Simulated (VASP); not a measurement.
## Si2Ni: single point with PBE

Si2Ni:

```
Ni Si
1.0
     0.00000    2.70300    2.70300
     2.70300    0.00000    2.70300
     2.70300    2.70300    0.00000
Ni Si
1 2
Direct
  0.00493 0.00989 0.99540
  0.75332 0.75088 0.76642
  0.24470 0.25296 0.25518
```

```json
{
  "Program": "VASP 6.6.1",
  "Task": "single point",
  "Functional": "PBE",
  "Potentials or basis": "VASP PAW PBE potentials, release 64 (Ni, Si)",
  "Cutoff": "520 eV",
  "k mesh": "10 × 10 × 10",
  "Occupations": "methfessel-paxton, width 0.1 eV",
  "Spin": "collinear spin, ferromagnetic start",
  "Starting moments": "[1.0, 0.0, 0.0] μB",
  "Dipole correction": "no",
  "Further INCAR settings": "ALGO = Fast; EDIFF = 1e-07; NBANDS = 20"
}
```

```
Pressure                                              : 3.6 GPa
Largest force                                         : 0.480 eV/Å
Band gap on the k mesh                                : zero (filled and empty bands overlap)
Net moment                                            : 0.00 μB per cell
Valence electrons inside the program's atomic spheres : Ni 9.81; Si 1.59
```

Forces on the atoms (eV/Å):
```
Ni   0.178  0.252 -0.353
Si  -0.217 -0.424  0.063
Si   0.039  0.171  0.290
```

Stress tensor (GPa, compression positive):
```
3.55 0.65 1.46
0.65 3.69 0.59
1.46 0.59 3.47
```

Levels at points of the mesh, in eV from the Fermi level:
Spin up:
```
           k point  band 7  band 8  band 9  band 10  band 11  band 12
(0.00, 0.00, 0.00)   -0.29    1.66    1.67     1.72     2.11     2.34
(0.50, 0.00, 0.00)   -3.30   -1.55   -1.22     1.55     1.86     1.90
(0.00, 0.50, 0.00)   -3.31   -1.62   -1.26     1.60     1.88     1.96
(0.00, 0.00, 0.50)   -3.29   -1.52   -1.23     1.67     1.72     1.89
(0.50, 0.50, 0.50)   -3.35   -1.60   -1.44     1.70     1.90     2.03
(0.50, 0.50, 0.00)   -3.59   -3.40   -3.11    -0.43     1.41     7.74
(0.00, 0.50, 0.50)   -3.59   -3.40   -3.11    -0.43     1.41     7.74
(0.50, 0.00, 0.50)   -3.56   -3.42   -3.11    -0.43     1.42     7.74
```
Spin down:
| k point | band 6 | band 7 | band 8 | band 9 | band 10 | band 11 | band 12 | band 13 |
| --- | --- | --- | --- | --- | --- | --- | --- | --- |
| (0.00, 0.00, 0.00) | -3.51 | -0.29 | 1.66 | 1.67 | 1.72 | 2.11 | 2.34 | 2.45 |
| (0.50, 0.00, 0.00) | -3.34 | -3.30 | -1.55 | -1.22 | 1.55 | 1.86 | 1.90 | 2.62 |
| (0.00, 0.50, 0.00) | -3.36 | -3.31 | -1.62 | -1.26 | 1.60 | 1.88 | 1.96 | 2.61 |
| (0.00, 0.00, 0.50) | -3.34 | -3.29 | -1.52 | -1.23 | 1.67 | 1.72 | 1.89 | 2.63 |
| (0.50, 0.50, 0.50) | -3.37 | -3.35 | -1.60 | -1.44 | 1.70 | 1.90 | 2.03 | 2.59 |
| (0.50, 0.50, 0.00) | -3.65 | -3.59 | -3.40 | -3.11 | -0.43 | 1.41 | 7.74 | 8.31 |
| (0.00, 0.50, 0.50) | -3.65 | -3.59 | -3.40 | -3.11 | -0.43 | 1.41 | 7.74 | 8.30 |
| (0.50, 0.00, 0.50) | -3.65 | -3.56 | -3.42 | -3.11 | -0.43 | 1.42 | 7.74 | 8.28 |

It took 15 min on 1 thread of Oxide Virtual Turin-like Processor, with other jobs on the host, peak memory 0.6 GiB.

Caveat: the cell stands under pressure; the moments typed at the start vanished in this run.
